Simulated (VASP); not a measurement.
# Al (I4/mmm) in VASP: notebook

Al is run at these levels: LDA; tasks: single point.

Everything below comes from runs of VASP 6.6.1. Logs are shortened: lines on timing, memory, paths and dates and some standing lists are left out, and cuts for length are marked.

### 1 The cell of the first run

Symmetry: I4/mmm, No. 139, tetragonal system. Conventional cell: a = 3.230 Å, b = 3.230 Å, c = 3.182 Å, α = 90.00°, β = 90.00°, γ = 90.00°. Within 3.7 Å of Al (site symmetry 4/mmm) lie 14 Al at 2.78 to 3.23 Å.

### 2 Single point, LDA (strain +0.0150 x Voigt [1, 1, 0, 0, 0, 0])

INCAR reads:

```
SYSTEM = Al
ALGO = Normal
EDIFF = 1E-6
ENCUT = 520
GGA = CA
ISIF = 2
ISMEAR = 1
LASPH = .True.
LCHARG = .True.
LELF = .True.
LREAL = .False.
LVHAR = .True.
LWAVE = .False.
NBANDS = 8
NELM = 60
PREC = Accurate
SIGMA = 0.2
```

KPOINTS reads:

```
k-points
0
Gamma
  20 20 20
  0 0 0
```

POSCAR reads:

```
Al
1.0
   -1.6150869704      1.6150869704      1.5912186900
    1.6150869704     -1.6150869704      1.5912186900
    1.6150869704      1.6150869704     -1.5912186900
Al
1
Direct
    0.0000000000      0.0000000000      0.0000000000
```

Potentials or basis: VASP PAW LDA potentials, release 64 (Al).

Command:

```sh
> cat potpaw_LDA.64/Al/POTCAR > POTCAR
> mpirun -np 1 vasp_std > vasp.out
```

OUTCAR:

```text
SYSTEM = Al
   EDIFF = 1E-6
   ENCUT = 520
   GGA = CA
   ISIF = 2
   ISMEAR = 1
   LASPH = .True.
   LREAL = .False.
   NELM = 60
   PREC = Accurate

 ion  position               nearest neighbor table
   1  0.000  0.000  0.000-

  LATTYP: Found a body centered tetragonal cell.
 ALAT       =     3.2301739408
 C/A-ratio  =     0.9852216748

  Lattice vectors:

 A1 = (  -1.6150869704,   1.6150869704,   1.5912186900)
 A2 = (   1.6150869704,  -1.6150869704,   1.5912186900)
 A3 = (   1.6150869704,   1.6150869704,  -1.5912186900)

Analysis of symmetry for initial positions (statically):
=====================================================================
 Subroutine PRICEL returns:
 Original cell was already a primitive cell.

 Routine SETGRP: Setting up the symmetry group for a
 body centered tetragonal supercell.

 Subroutine GETGRP returns: Found 16 space group operations
 (whereof 16 operations were pure point group operations)
 out of a pool of 16 trial point group operations.

The static configuration has the point symmetry D_4h.

Analysis of symmetry for dynamics (positions and initial velocities):
=====================================================================
 Subroutine PRICEL returns:
 Original cell was already a primitive cell.

 Routine SETGRP: Setting up the symmetry group for a
 body centered tetragonal supercell.

 Subroutine GETGRP returns: Found 16 space group operations
 (whereof 16 operations were pure point group operations)
 out of a pool of 16 trial point group operations.

The dynamic configuration has the point symmetry D_4h.

 Subroutine INISYM returns: Found 16 space group operations
 (whereof 16 operations are pure point group operations),
 and found     1 'primitive' translations

----------------------------------------------------------------------------------------

                                     Primitive cell

  volume of cell :      16.6028

  direct lattice vectors                    reciprocal lattice vectors
    -1.615086970  1.615086970  1.591218690     0.000000000  0.309580852  0.314224565
[... 75 lines left out ...]
   PREC   = accura    normal or accurate (medium, high low for compatibility)
   ISTART =      0    job   : 0-new  1-cont  2-samecut
   ICHARG =      2    charge: 1-file 2-atom 10-const
   ISPIN  =      1    spin polarized calculation?
   LNONCOLLINEAR =      F non collinear calculations
   LSORBIT =      F    spin-orbit coupling
   LASPH  =      T    aspherical Exc in radial PAW
   ENCUT  =  520.0 eV  38.22 Ry    6.18 a.u.   5.18  5.18  5.18*2*pi/ulx,y,z
   NELM   =     60;   NELMIN=  2; NELMDL= -5     # of ELM steps
   EDIFF  = 0.1E-05   stopping-criterion for ELM
   LREAL  =      F    real-space projection
   EDIFFG = 0.1E-04   stopping-criterion for IOM
   NSW    =      0    number of steps for IOM
   IBRION =     -1    ionic relax: 0-MD 1-quasi-New 2-CG
   NFREE  =      0    steps in history (QN), initial steepest desc. (CG)
   ISIF   =      2    stress and relaxation
   ISYM   =      2    0-nonsym 1-usesym 2-fastsym
   POTIM  = 0.5000    time-step for ionic-motion
   TEBEG  =    0.0;   TEEND  =   0.0 temperature during run
   PSTRESS=    0.0 pullay stress
   NELECT =       3.0000    total number of electrons
   NUPDOWN=      -1.0000    fix difference up-down
   EMIN   =  10.00;   EMAX   =-10.00  energy-range for DOS
   EFERMI =   0.00;   METHOD = LEGACY
   ISMEAR =     1;   SIGMA  =   0.20  broadening in eV -4-tet -1-fermi 0-gaus
   EFERMI_NEDOS =   21; number of points for ismear=-14 and -15
   IALGO  =     38    algorithm
   IMIX   =      4    mixing-type and parameters
     AMIX     =   0.40;   BMIX     =  1.00
     AMIX_MAG =   1.60;   BMIX_MAG =  1.00
  volume/ion in A,a.u.               =      16.60       112.04
  Fermi-wavevector in a.u.,A,eV,Ry     =   0.925525  1.748988 11.654696  0.856596
  Thomas-Fermi vector in A             =   2.051388
   LORBIT       =      0    0 simple, 1 ext, 2 COOP (PROOUT), +10 PAW based schemes
   GGA     = CA    functional components
   LHFCALC =     F    Hartree Fock is set to
   AEXX    =    0.0000 exact exchange contribution
   IVDW    =     0    specifies the selected vdW correction
   LEPSILON=     F    determine dielectric tensor
   LRPA    =     F    only Hartree local field effects (RPA)
 non-spin polarized calculation
 Methfessel and Paxton  Order N= 1 SIGMA  =   0.20
  energy-cutoff  :      520.00
  volume of cell :       16.60
 maximum number of plane-waves:       466
 NGX is ok and might be reduce to    24
   NGX = 11   NGY = 11   NGZ = 11

 number of electron       3.0000000 magnetization

 Free energy of the ion-electron system (eV)
  ---------------------------------------------------
  ext. energy  EPLUGINS =         0.00000000
  ---------------------------------------------------
  free energy    TOTEN  =        -4.08894541 eV

  energy without entropy =       -4.08900017  energy(sigma->0) =       -4.08896366

 E-fermi :   7.7298     XC(G=0): -10.3242

 val. band max:        7.7263895446   @ k =  -0.4000  -0.4000   0.2500
 cond. band min:       7.7387888593   @ k =  -0.4500  -0.4500   0.3500
 fundamental gap:      0.0123993147
 Fermi energy:         7.7298154636

 k-point     1 :       0.0000    0.0000    0.0000
  band No.  band energies     occupation
      1      -3.3253      2.00000
      2      20.6597      0.00000
      3      21.0031      0.00000
      4      21.0031      0.00000
      5      22.0069      0.00000
      6      22.0069      0.00000
      7      22.1659      0.00000
      8      23.7504      0.00000
[... 243 lines left out ...]
 k-point    24 :      -0.3500    0.0500    0.0000
  band No.  band energies     occupation
      1      -0.2747      2.00000
      2       9.3238     -0.00000
      3      15.3029      0.00000
      4      16.6740      0.00000
      5      18.7203      0.00000
      6      20.4068      0.00000
      7      25.5426      0.00000
      8      27.2843      0.00000

 [... further k-points ...]
[... 5 lines left out ...]
  --------------------------------------------------------------------------------------
  -------------------------------------------------------------------------------------
  Total       -0.1523268     -0.1523268     -0.2051252      0.0000000     -0.0000000      0.0000000
  in kB      -14.6995894    -14.6995894    -19.7946583      0.0000000     -0.0000000      0.0000000
  external PRESSURE =     -16.3979457 kB  Pullay stress =       0.0000000 kB

 VOLUME and BASIS-vectors are now :
 -----------------------------------------------------------------------------
  energy-cutoff  :      520.00
  volume of cell :       16.60
      direct lattice vectors                 reciprocal lattice vectors
    -1.615086970  1.615086970  1.591218690     0.000000000  0.309580852  0.314224565
     1.615086970 -1.615086970  1.591218690     0.309580852  0.000000000  0.314224565
     1.615086970  1.615086970 -1.591218690     0.309580852  0.309580852  0.000000000

 POSITION                                       TOTAL-FORCE (eV/Angst)
 -----------------------------------------------------------------------------------
      0.00000      0.00000      0.00000         0.000000      0.000000     -0.000000
 -----------------------------------------------------------------------------------
    total drift:                                0.000000      0.000000      0.000000

  FREE ENERGIE OF THE ION-ELECTRON SYSTEM (eV)
  ---------------------------------------------------
  free  energy   TOTEN  =        -4.0889454081 eV

  energy  without entropy=       -4.0890001690  energy(sigma->0) =       -4.08896366
```

stdout:

```text
POSCAR found type information on POSCAR Al
 POSCAR found :  1 types and       1 ions
 scaLAPACK will be used
 LDA part: xc-table for (Slater(with rela. corr.)+CA(PZ))
 , standard interpolation
 POSCAR, INCAR and KPOINTS ok, starting setup
 FFT: planning ... GRIDC
 FFT: planning ... GRID_SOFT
 FFT: planning ... GRID
 WAVECAR not read
 entering main loop
```

Run time: 18 s. Hardware: 1 thread of Intel Xeon 6975P-C (Granite Rapids), shared host; peak memory 0.17 GiB.

Results:

- Free energy: -4.0889 eV
- Pressure: -1.6 GPa

Stress tensor (GPa, compression positive):
```
-1.47  0.00  0.00
 0.00 -1.47  0.00
 0.00  0.00 -1.98
```

Caveat: the cell differs from its parent crystal (strain +0.0150 x Voigt [1, 1, 0, 0, 0, 0]).

### 3 Single point, LDA (strain +0.0175 x Voigt [1, 1, 0, 0, 0, 0])

INCAR reads:

```
PREC = Accurate
ENCUT = 520
EDIFF = 1E-6
ISMEAR = 1
SIGMA = 0.2
LREAL = False
LASPH = True
NELM = 80
ALGO = Normal
ISIF = 2
LWAVE = False
LCHARG = True
GGA = CA
LELF = True
LVHAR = True
NBANDS = 8
```

KPOINTS reads:

```
Automatic mesh
0
Gamma
  20 20 20
```

POSCAR reads:

```
Al
1.0
   -1.6190650171      1.6190650171      1.5912186900
    1.6190650171     -1.6190650171      1.5912186900
    1.6190650171      1.6190650171     -1.5912186900
Al
1
Direct
    0.0000000000      0.0000000000      0.0000000000
```

Potentials or basis: VASP PAW LDA potentials, release 64 (Al).

Command:

```sh
> cat potpaw_LDA.64/Al/POTCAR > POTCAR
> mpirun -np 1 vasp_std > vasp.out
```

Run time: 18 s. Hardware: 1 thread of Intel Xeon 6975P-C (Granite Rapids), shared host; peak memory 0.17 GiB.

It converged, with:

```
Free energy : -4.0881 eV
Pressure    : -2.0 GPa
```

Stress tensor (GPa, compression positive):
```
-1.78  0.00  0.00
 0.00 -1.78  0.00
 0.00  0.00 -2.35
```

Levels at points of the mesh, in eV from the Fermi level:
| k point | band 1 | band 2 | band 3 | band 4 | band 5 |
| --- | --- | --- | --- | --- | --- |
| (0.00, 0.00, 0.00) | -11.02 | 12.87 | 13.27 | 13.27 | 14.20 |
| (0.50, 0.00, 0.00) | -4.21 | -3.81 | 7.85 | 8.14 | 9.71 |
| (0.50, 0.50, 0.00) | -4.29 | -3.97 | 8.17 | 8.50 | 10.13 |
| (0.50, 0.50, 0.50) | 1.67 | 1.67 | 2.14 | 2.98 | 3.13 |

Caveat: the cell differs from its parent crystal (strain +0.0175 x Voigt [1, 1, 0, 0, 0, 0]).

### 4 Single point, LDA (strain +0.0200 x Voigt [1, 1, 0, 0, 0, 0])

INCAR reads:

```
ALGO = Fast
EDIFF = 1E-6
ENCUT = 520
ISIF = 2
ISMEAR = 1
LASPH = T
LCHARG = F
LREAL = F
LWAVE = F
NBANDS = 8
NELM = 80
PREC = Accurate
SIGMA = 0.2
```

KPOINTS reads:

```
k-points
0
Gamma
  20 20 20
```

POSCAR reads:

```
Al
1.0
   -1.6230430638      1.6230430638      1.5912186900
    1.6230430638     -1.6230430638      1.5912186900
    1.6230430638      1.6230430638     -1.5912186900
Al
1
Direct
    0.0000000000      0.0000000000      0.0000000000
```

Command:

```sh
> cat potpaw_LDA.64/Al/POTCAR > POTCAR
> mpirun -np 1 vasp_std > vasp.out
```

Run time: 19 s. Hardware: 1 thread of Intel Xeon 6975P-C (Granite Rapids), shared host; peak memory 0.18 GiB.

It converged, with:

| Item | Value |
| --- | --- |
| Free energy | -4.0871 eV |
| Pressure | -2.3 GPa |

Stress tensor (GPa, compression positive):
```
-2.09  0.00  0.00
 0.00 -2.09  0.00
 0.00  0.00 -2.70
```

Levels at points of the mesh, in eV from the Fermi level:
```tsv
k point	band 1	band 2	band 3	band 4	band 5
(0.00, 0.00, 0.00)	-10.98	12.80	13.26	13.26	14.12
(0.50, 0.00, 0.00)	-4.18	-3.79	7.80	8.11	9.66
(0.50, 0.50, 0.00)	-4.28	-3.98	8.17	8.52	10.13
(0.50, 0.50, 0.50)	1.64	1.64	2.18	2.98	3.15
```

Caveat: the cell differs from its parent crystal (strain +0.0200 x Voigt [1, 1, 0, 0, 0, 0]).

### 5 Overview

| cell | gap on the mesh (eV) | pressure (GPa) |
| --- | --- | --- |
| a = 2.784 Å, angles 109.1, 109.1, 110.3°, 1 atom | none | -1.6 |
| a = 2.788 Å, angles 109.0, 109.0, 110.4°, 1 atom | none | -2.0 |
| a = 2.793 Å, angles 108.9, 108.9, 110.5°, 1 atom | none | -2.3 |

Alike in all rows: task single point; level LDA; potentials or basis VASP PAW LDA potentials, release 64 (Al); no spin polarisation; k mesh 20 × 20 × 20; cutoff (eV) 520; smearing methfessel-paxton 0.2 eV.

Total energies depend on the potentials used, so only differences within one code and one set of settings carry meaning.
